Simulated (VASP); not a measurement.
ZnSe (rocksalt type):

```xyz
2
Lattice="0.0000 2.4940 2.4940 2.4940 0.0000 2.4940 2.4940 2.4940 0.0000" Properties=species:S:1:pos:R:3 pbc="T T T"
Zn    0.0000    0.0000    0.0000
Se    2.4940    2.4940    2.4940
```

```yaml
Program: VASP 6.6.1
Task: relaxation of cell and atoms
Functional: LDA
Potentials_or_basis: VASP PAW LDA potentials, release 64 (Zn, Se)
Cutoff: 600 eV
k_mesh: 13 × 13 × 13
Occupations: fermi-dirac, width 0.1 eV
Spin: no spin polarisation
```

At the start: pressure 16.9 GPa; volume 15.51 Å³/atom.

Task: Where does the relaxation end?

Result: Over 17 steps the energy falls by 106.5 meV/atom and the volume is 17.82 Å³/atom (+14.9 %); space group Fm-3m (No. 225, to 0.05 Å).

The path:
| step | energy change (eV) | largest force (eV/Å) | pressure (GPa) | volume (Å³) |
| --- | --- | --- | --- | --- |
| 1 | 0.0000 | 0.0000 | 16.93 | 31.03 |
| 2 | -0.1381 | 0.0000 | -6.50 | 38.98 |
| 3 | -0.2129 | 0.0000 | -0.11 | 35.62 |
| 4 | -0.2129 | 0.0000 | 0.21 | 35.52 |
| 5 | -0.2129 | 0.0000 | 0.22 | 35.52 |
| 6 | -0.2129 | 0.0000 | 0.21 | 35.53 |
| 7 | -0.2129 | 0.0000 | 0.21 | 35.53 |
| 8 | -0.2129 | 0.0000 | 0.22 | 35.53 |
| 9 | -0.2129 | 0.0000 | 0.22 | 35.53 |
| 10 | -0.2129 | 0.0000 | 0.21 | 35.53 |
| 11 | -0.2129 | 0.0000 | 0.20 | 35.53 |
| 12 | -0.2129 | 0.0000 | 0.19 | 35.53 |
| 13 | -0.2129 | 0.0000 | 0.19 | 35.53 |
| 14 | -0.2129 | 0.0000 | 0.17 | 35.54 |
| 15 | -0.2129 | 0.0000 | 0.12 | 35.55 |
| 16 | -0.2129 | 0.0000 | 0.08 | 35.58 |
| 17 | -0.2129 | 0.0000 | -0.03 | 35.64 |

Final structure:
```
Zn Se
1.0
     0.00000    2.61188    2.61188
     2.61188    0.00000    2.61188
     2.61188    2.61188    0.00000
Zn Se
1 1
Direct
  0.00000 0.00000 0.00000
  0.50000 0.50000 0.50000
```
